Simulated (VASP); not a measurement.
Input of a VASP 6.6.1 run:

The input INCAR:

```
SYSTEM = Ir
PREC = Accurate
ENCUT = 560
EDIFF = 1E-6
ISMEAR = -1
SIGMA = 0.15
LREAL = .FALSE.
LASPH = .TRUE.
NELM = 120
ALGO = Normal
ISIF = 2
LWAVE = .FALSE.
LCHARG = .FALSE.
GGA = PS
NBANDS = 24
GGA_COMPAT = .FALSE.
```

File KPOINTS:

```
regular mesh
0
G
  18 18 10
  0 0 0
```

File POSCAR:

```
Ir
1.0
    2.7026939374      0.0000000000      0.0000000000
   -1.3513469687      2.3406016084      0.0000000000
    0.0000000000      0.0000000000      4.3820156764
Ir
2
Direct
    0.6666666667      0.3333333333      0.7500000000
    0.3333333333      0.6666666667      0.2500000000
```

Potentials or basis: VASP PAW PBE potentials, release 64 (Ir_sv_GW).

The run is started by

```console
$ cat potpaw_PBE.64/Ir_sv_GW/POTCAR > POTCAR
$ mpirun -np 1 vasp_std > vasp.out
```

Problem. What does it give for the band gap on the k mesh?

Solution. Zero (bands 17 and 18 overlap by 3.49 eV).

Problem. Predict the pressure.

Solution. 6.2 GPa.

Caveat: the cell stands under pressure; the PAW data sets were made with another functional, which shifts forces and pressure a little; spin-orbit coupling is left out, which moves the levels of the heavy elements.
